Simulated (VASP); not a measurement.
# Ir (Fm-3m) in VASP: a series of runs

The runs below take Ir through single point, with PBE.

Everything below comes from runs of VASP 6.6.1. Logs are shortened: lines on timing, memory, paths and dates and some standing lists are left out, and cuts for length are marked.

**1. The cell of the first run**

It takes space group Fm-3m (No. 225, cubic). The conventional cell has a = 3.872 Å, b = 3.872 Å, c = 3.872 Å, α = 90.00°, β = 90.00°, γ = 90.00°. Ir (site symmetry m-3m) has 12 Ir at 2.74 Å within 3.6 Å.

**2. Single point, PBE**

Contents of INCAR:

```
PREC = Accurate ; ENCUT = 520
EDIFF = 1E-6 ; ISMEAR = -1
SIGMA = 0.1 ; LREAL = False
LASPH = True ; NELM = 100
ALGO = Normal ; ISIF = 2
LWAVE = False ; LCHARG = False
GGA = PE ; NBANDS = 10
```

Contents of KPOINTS:

```
Automatic mesh
0
Gamma
  14 14 14
```

Contents of POSCAR:

```
Ir
1.0
    0.0000000000      1.9360622002      1.9360622002
    1.9360622002      0.0000000000      1.9360622002
    1.9360622002      1.9360622002      0.0000000000
Ir
1
Direct
    0.0000000000      0.0000000000      0.0000000000
```

Potentials or basis: VASP PAW PBE potentials, release 64 (Ir).

Command:

```console
$ cat potpaw_PBE.64/Ir/POTCAR > POTCAR
$ mpirun -np 1 vasp_std > vasp.out
```

OUTCAR:

```text
PREC = Accurate
   ENCUT = 520
   EDIFF = 1E-6
   ISMEAR = -1
   LREAL = False
   LASPH = True
   NELM = 100
   ISIF = 2
   GGA = PE

 ion  position               nearest neighbor table
   1  0.000  0.000  0.000-

  LATTYP: Found a face centered cubic cell.
 ALAT       =     3.8721244004

  Lattice vectors:

 A1 = (   0.0000000000,   1.9360622002,   1.9360622002)
 A2 = (   1.9360622002,   0.0000000000,   1.9360622002)
 A3 = (   1.9360622002,   1.9360622002,   0.0000000000)

Analysis of symmetry for initial positions (statically):
=====================================================================
 Subroutine PRICEL returns:
 Original cell was already a primitive cell.

 Routine SETGRP: Setting up the symmetry group for a
 face centered cubic supercell.

 Subroutine GETGRP returns: Found 48 space group operations
 (whereof 48 operations were pure point group operations)
 out of a pool of 48 trial point group operations.

The static configuration has the point symmetry O_h .

Analysis of symmetry for dynamics (positions and initial velocities):
=====================================================================
 Subroutine PRICEL returns:
 Original cell was already a primitive cell.

 Routine SETGRP: Setting up the symmetry group for a
 face centered cubic supercell.

 Subroutine GETGRP returns: Found 48 space group operations
 (whereof 48 operations were pure point group operations)
 out of a pool of 48 trial point group operations.

The dynamic configuration has the point symmetry O_h .

 Subroutine INISYM returns: Found 48 space group operations
 (whereof 48 operations are pure point group operations),
 and found     1 'primitive' translations

----------------------------------------------------------------------------------------

                                     Primitive cell

  volume of cell :      14.5140

  direct lattice vectors                    reciprocal lattice vectors
     0.000000000  1.936062200  1.936062200    -0.258256166  0.258256166  0.258256166
     1.936062200  0.000000000  1.936062200     0.258256166 -0.258256166  0.258256166
     1.936062200  1.936062200  0.000000000     0.258256166  0.258256166 -0.258256166

  length of vectors
     2.738005421  2.738005421  2.738005421     0.447312800  0.447312800  0.447312800

[... 72 lines left out ...]
   ISPIN  =      1    spin polarized calculation?
   LNONCOLLINEAR =      F non collinear calculations
   LSORBIT =      F    spin-orbit coupling
   LASPH  =      T    aspherical Exc in radial PAW
   ENCUT  =  520.0 eV  38.22 Ry    6.18 a.u.   5.09  5.09  5.09*2*pi/ulx,y,z
   NELM   =    100;   NELMIN=  2; NELMDL= -5     # of ELM steps
   EDIFF  = 0.1E-05   stopping-criterion for ELM
   LREAL  =      F    real-space projection
   EDIFFG = 0.1E-04   stopping-criterion for IOM
   NSW    =      0    number of steps for IOM
   IBRION =     -1    ionic relax: 0-MD 1-quasi-New 2-CG
   NFREE  =      0    steps in history (QN), initial steepest desc. (CG)
   ISIF   =      2    stress and relaxation
   ISYM   =      2    0-nonsym 1-usesym 2-fastsym
   POTIM  = 0.5000    time-step for ionic-motion
   TEBEG  =    0.0;   TEEND  =   0.0 temperature during run
   PSTRESS=    0.0 pullay stress
   NELECT =       9.0000    total number of electrons
   NUPDOWN=      -1.0000    fix difference up-down
   EMIN   =  10.00;   EMAX   =-10.00  energy-range for DOS
   EFERMI =   0.00;   METHOD = LEGACY
   ISMEAR =    -1;   SIGMA  =   0.10  broadening in eV -4-tet -1-fermi 0-gaus
   EFERMI_NEDOS =   21; number of points for ismear=-14 and -15
   IALGO  =     38    algorithm
   IMIX   =      4    mixing-type and parameters
     AMIX     =   0.40;   BMIX     =  1.00
     AMIX_MAG =   1.60;   BMIX_MAG =  1.00
  volume/ion in A,a.u.               =      14.51        97.95
  Fermi-wavevector in a.u.,A,eV,Ry     =   1.396024  2.638104 26.516181  1.948884
  Thomas-Fermi vector in A             =   2.519419
   LORBIT       =      0    0 simple, 1 ext, 2 COOP (PROOUT), +10 PAW based schemes
   GGA     = PE    functional components
   LHFCALC =     F    Hartree Fock is set to
   AEXX    =    0.0000 exact exchange contribution
   IVDW    =     0    specifies the selected vdW correction
   LEPSILON=     F    determine dielectric tensor
   LRPA    =     F    only Hartree local field effects (RPA)
 non-spin polarized calculation
  energy-cutoff  :      520.00
  volume of cell :       14.51
 maximum number of plane-waves:       399
   NGX = 11   NGY = 11   NGZ = 11

 number of electron       9.0000000 magnetization

 Free energy of the ion-electron system (eV)
  ---------------------------------------------------
  ext. energy  EPLUGINS =         0.00000000
  ---------------------------------------------------
  free energy    TOTEN  =        -8.86045372 eV

  energy without entropy =       -8.82445905  energy(sigma->0) =       -8.84245639

 E-fermi :   9.8955     XC(G=0): -13.8361

 val. band max:        9.8890979885   @ k =   0.5000   0.4286   0.0000
 cond. band min:       9.9356506280   @ k =   0.4286   0.3571   0.0000
 fundamental gap:      0.0465526395
 Fermi energy:         9.8955427719

 k-point     1 :       0.0000    0.0000    0.0000
  band No.  band energies     occupation
      1      -0.8782      2.00000
      2       6.2313      2.00000
      3       6.2313      2.00000
      4       6.2313      2.00000
      5       8.8114      1.99996
      6       8.8114      1.99996
      7      24.3416      0.00000
      8      29.7743      0.00000
      9      29.7743      0.00000
     10      29.7743      0.00000
[... 287 lines left out ...]
 k-point    24 :       0.2857    0.1429    0.0000
  band No.  band energies     occupation
      1       1.8128      2.00000
      2       4.9351      2.00000
      3       6.5931      2.00000
      4       7.3058      2.00000
      5       8.5977      2.00000
      6       9.7220      1.70027
      7      24.7079      0.00000
      8      27.6388      0.00000
      9      29.6363      0.00000
     10      30.7151      0.00000

 [... further k-points ...]
[... 5 lines left out ...]
  --------------------------------------------------------------------------------------
  -------------------------------------------------------------------------------------
  Total        0.0449963      0.0449963      0.0449963     -0.0000000      0.0000000     -0.0000000
  in kB        4.9670625      4.9670625      4.9670625     -0.0000000      0.0000000     -0.0000000
  external PRESSURE =       4.9670625 kB  Pullay stress =       0.0000000 kB

 VOLUME and BASIS-vectors are now :
 -----------------------------------------------------------------------------
  energy-cutoff  :      520.00
  volume of cell :       14.51
      direct lattice vectors                 reciprocal lattice vectors
     0.000000000  1.936062200  1.936062200    -0.258256166  0.258256166  0.258256166
     1.936062200  0.000000000  1.936062200     0.258256166 -0.258256166  0.258256166
     1.936062200  1.936062200  0.000000000     0.258256166  0.258256166 -0.258256166

 POSITION                                       TOTAL-FORCE (eV/Angst)
 -----------------------------------------------------------------------------------
      0.00000      0.00000      0.00000         0.000000      0.000000     -0.000000
 -----------------------------------------------------------------------------------
    total drift:                                0.000000      0.000000      0.000000

  FREE ENERGIE OF THE ION-ELECTRON SYSTEM (eV)
  ---------------------------------------------------
  free  energy   TOTEN  =        -8.8604537243 eV

  energy  without entropy=       -8.8244590461  energy(sigma->0) =       -8.84245639
```

OSZICAR:

```text
N       E                     dE             d eps       ncg     rms          rms(c)
DAV:   1     0.471693019725E+02    0.47169E+02   -0.44097E+03  2096   0.819E+02
DAV:   2    -0.850959101736E+01   -0.55679E+02   -0.52947E+02  2110   0.195E+02
DAV:   3    -0.942046646791E+01   -0.91088E+00   -0.90893E+00  2454   0.306E+01
DAV:   4    -0.942839229324E+01   -0.79258E-02   -0.79247E-02  2322   0.263E+00
DAV:   5    -0.942855847399E+01   -0.16618E-03   -0.16618E-03  2384   0.364E-01    0.142E+01
DAV:   6    -0.894904352634E+01    0.47951E+00   -0.87206E-01  2324   0.114E+01    0.575E+00
DAV:   7    -0.886641559523E+01    0.82628E-01   -0.25984E-01  2478   0.571E+00    0.152E+00
DAV:   8    -0.886342059462E+01    0.29950E-02   -0.21226E-03  2248   0.488E-01    0.105E+00
DAV:   9    -0.886044674425E+01    0.29739E-02   -0.19430E-03  2350   0.610E-01    0.163E-02
DAV:  10    -0.886045253842E+01   -0.57942E-05   -0.10869E-05  2824   0.306E-02    0.221E-02
DAV:  11    -0.886045373670E+01   -0.11983E-05   -0.79304E-07  1544   0.102E-02    0.733E-04
DAV:  12    -0.886045372433E+01    0.12372E-07   -0.29297E-08  1114   0.198E-03
   1 F= -.88604537E+01 E0= -.88424564E+01  d E =-.359947E-01
```

stdout:

```text
POSCAR found type information on POSCAR Ir
 POSCAR found :  1 types and       1 ions
 scaLAPACK will be used
 LDA part: xc-table for (Slater+PW92), standard interpolation
 POSCAR, INCAR and KPOINTS ok, starting setup
 FFT: planning ... GRIDC
 FFT: planning ... GRID_SOFT
 FFT: planning ... GRID
 WAVECAR not read
 entering main loop
```

Run time: 21 s. Hardware: 1 thread of Intel Xeon 6975P-C, shared host; peak memory 0.13 GiB.

What came out:

* Free energy: -8.8605 eV
* Pressure: 0.5 GPa

Levels at points of the mesh, in eV from the Fermi level:
```tsv
k point	band 2	band 3	band 4	band 5	band 6	band 7
(0.00, 0.00, 0.00)	-3.66	-3.66	-3.66	-1.08	-1.08	14.45
(0.50, 0.00, 0.00)	-3.76	-3.76	-0.62	0.92	0.92	7.08
(0.50, 0.50, 0.00)	-6.99	0.89	1.48	1.48	1.78	10.24
```

Caveat: spin-orbit coupling is left out, which moves the levels of the heavy elements.

**3. Single point, PBE**

Contents of INCAR:

```
ALGO = Normal
EDIFF = 1E-7
ENCUT = 520
GGA = PE
ISIF = 2
ISMEAR = -1
LASPH = True
LCHARG = True
LELF = True
LREAL = False
LVHAR = True
LWAVE = False
NBANDS = 10
NELM = 80
PREC = Accurate
SIGMA = 0.01
```

Contents of KPOINTS:

```
k-points
0
Gamma
  14 14 14
```

POSCAR is that of step 2.

Potentials or basis: VASP PAW PBE potentials, release 64 (Ir).

Command:

```console
$ cat potpaw_PBE.64/Ir/POTCAR > POTCAR
$ mpirun -np 1 vasp_std > vasp.out
```

OUTCAR:

```text
EDIFF = 1E-7
   ENCUT = 520
   GGA = PE
   ISIF = 2
   ISMEAR = -1
   LASPH = True
   LREAL = False
   NELM = 80
   PREC = Accurate

 ion  position               nearest neighbor table
   1  0.000  0.000  0.000-

  LATTYP: Found a face centered cubic cell.
 ALAT       =     3.8721244004

  Lattice vectors:

 A1 = (   0.0000000000,   1.9360622002,   1.9360622002)
 A2 = (   1.9360622002,   0.0000000000,   1.9360622002)
 A3 = (   1.9360622002,   1.9360622002,   0.0000000000)

Analysis of symmetry for initial positions (statically):
=====================================================================
 Subroutine PRICEL returns:
 Original cell was already a primitive cell.

 Routine SETGRP: Setting up the symmetry group for a
 face centered cubic supercell.

 Subroutine GETGRP returns: Found 48 space group operations
 (whereof 48 operations were pure point group operations)
 out of a pool of 48 trial point group operations.

The static configuration has the point symmetry O_h .

Analysis of symmetry for dynamics (positions and initial velocities):
=====================================================================
 Subroutine PRICEL returns:
 Original cell was already a primitive cell.
[... 156 lines left out ...]
 cond. band min:       9.8621350814   @ k =   0.5000   0.3571   0.1429
 fundamental gap:      0.0084604395
 Fermi energy:         9.8597617740

 k-point     1 :       0.0000    0.0000    0.0000
  band No.  band energies     occupation
      1      -0.8782      2.00000
      2       6.2294      2.00000
      3       6.2294      2.00000
      4       6.2294      2.00000
      5       8.8110      2.00000
      6       8.8110      2.00000
      7      24.3399      0.00000
      8      29.7758      0.00000
      9      29.7758      0.00000
     10      29.7758      0.00000
[... 287 lines left out ...]
 k-point    24 :       0.2857    0.1429    0.0000
  band No.  band energies     occupation
      1       1.8127      2.00000
      2       4.9333      2.00000
      3       6.5924      2.00000
      4       7.3043      2.00000
      5       8.5964      2.00000
      6       9.7212      2.00000
      7      24.7090      0.00000
      8      27.6375      0.00000
      9      29.6366      0.00000
     10      30.7148      0.00000

 [... further k-points ...]
[... 5 lines left out ...]
  --------------------------------------------------------------------------------------
  -------------------------------------------------------------------------------------
  Total        0.0250052      0.0250052      0.0250052      0.0000000      0.0000000     -0.0000000
  in kB        2.7602797      2.7602797      2.7602797      0.0000000      0.0000000     -0.0000000
  external PRESSURE =       2.7602797 kB  Pullay stress =       0.0000000 kB

 VOLUME and BASIS-vectors are now :
 -----------------------------------------------------------------------------
  energy-cutoff  :      520.00
  volume of cell :       14.51
      direct lattice vectors                 reciprocal lattice vectors
     0.000000000  1.936062200  1.936062200    -0.258256166  0.258256166  0.258256166
     1.936062200  0.000000000  1.936062200     0.258256166 -0.258256166  0.258256166
     1.936062200  1.936062200  0.000000000     0.258256166  0.258256166 -0.258256166

 POSITION                                       TOTAL-FORCE (eV/Angst)
 -----------------------------------------------------------------------------------
      0.00000      0.00000      0.00000         0.000000      0.000000      0.000000
 -----------------------------------------------------------------------------------
    total drift:                                0.000000      0.000000      0.000000

  FREE ENERGIE OF THE ION-ELECTRON SYSTEM (eV)
  ---------------------------------------------------
  free  energy   TOTEN  =        -8.8388880339 eV

  energy  without entropy=       -8.8379769685  energy(sigma->0) =       -8.83843250
```

OSZICAR:

```text
N       E                     dE             d eps       ncg     rms          rms(c)
DAV:   1     0.471767259361E+02    0.47177E+02   -0.44097E+03  2096   0.819E+02
DAV:   2    -0.849313781960E+01   -0.55670E+02   -0.52995E+02  2110   0.195E+02
DAV:   3    -0.940365718603E+01   -0.91052E+00   -0.90901E+00  2454   0.306E+01
DAV:   4    -0.941157561155E+01   -0.79184E-02   -0.79175E-02  2322   0.262E+00
DAV:   5    -0.941174173211E+01   -0.16612E-03   -0.16612E-03  2384   0.364E-01    0.142E+01
DAV:   6    -0.892844733602E+01    0.48329E+00   -0.87806E-01  2324   0.114E+01    0.571E+00
DAV:   7    -0.884486800923E+01    0.83579E-01   -0.26417E-01  2478   0.576E+00    0.152E+00
DAV:   8    -0.884333372275E+01    0.15343E-02   -0.19875E-03  2254   0.443E-01    0.130E+00
DAV:   9    -0.883888496098E+01    0.44488E-02   -0.28774E-03  2328   0.751E-01    0.423E-02
DAV:  10    -0.883888346589E+01    0.14951E-05   -0.19720E-05  2914   0.466E-02    0.231E-02
DAV:  11    -0.883888810045E+01   -0.46346E-05   -0.21278E-06  2266   0.128E-02    0.211E-03
DAV:  12    -0.883888803392E+01    0.66522E-07   -0.27224E-08  1524   0.189E-03
   1 F= -.88388880E+01 E0= -.88384325E+01  d E =-.911065E-03
```

stdout:

```text
POSCAR found type information on POSCAR Ir
 POSCAR found :  1 types and       1 ions
 scaLAPACK will be used
 LDA part: xc-table for (Slater+PW92), standard interpolation
 POSCAR, INCAR and KPOINTS ok, starting setup
 FFT: planning ... GRIDC
 FFT: planning ... GRID_SOFT
 FFT: planning ... GRID
 WAVECAR not read
 entering main loop
```

Wall time 31 s (1 thread of Intel Xeon 6975P-C, shared host); peak memory 0.13 GiB.

Results:

- Free energy: -8.8389 eV
- Pressure: 0.3 GPa

Caveat: spin-orbit coupling is left out, which moves the levels of the heavy elements.

**4. Single point, PBE**

Contents of INCAR:

```
PREC = Accurate
ENCUT = 520
EDIFF = 1E-7
ISMEAR = -1
SIGMA = 0.03
LREAL = F
LASPH = T
NELM = 60
ALGO = Normal
ISIF = 2
LWAVE = F
LCHARG = F
GGA = PE
NBANDS = 10
```

Contents of KPOINTS:

```
Automatic mesh
0
Gamma
  14 14 14
```

POSCAR is that of step 3.

Command:

```console
$ cat potpaw_PBE.64/Ir/POTCAR > POTCAR
$ mpirun -np 1 vasp_std > vasp.out
```

It took 23 s on 1 thread of Intel Xeon 6975P-C, shared host; peak memory 0.14 GiB.

The run converged. Its results:

| Property | Result |
| --- | --- |
| Free energy | -8.8416 eV |
| Pressure | 0.3 GPa |

Levels at points of the mesh, in eV from the Fermi level:
```tsv
k point	band 1	band 2	band 3	band 4	band 5	band 6	band 7	band 8
(0.00, 0.00, 0.00)	-10.74	-3.63	-3.63	-3.63	-1.05	-1.05	14.48	19.91
(0.50, 0.00, 0.00)	-7.73	-3.73	-3.73	-0.59	0.96	0.96	7.11	14.02
(0.50, 0.50, 0.00)	-7.52	-6.96	0.92	1.51	1.51	1.81	10.27	11.69
```

Caveat: spin-orbit coupling is left out, which moves the levels of the heavy elements.

(Part 1 of 2 ends here.)
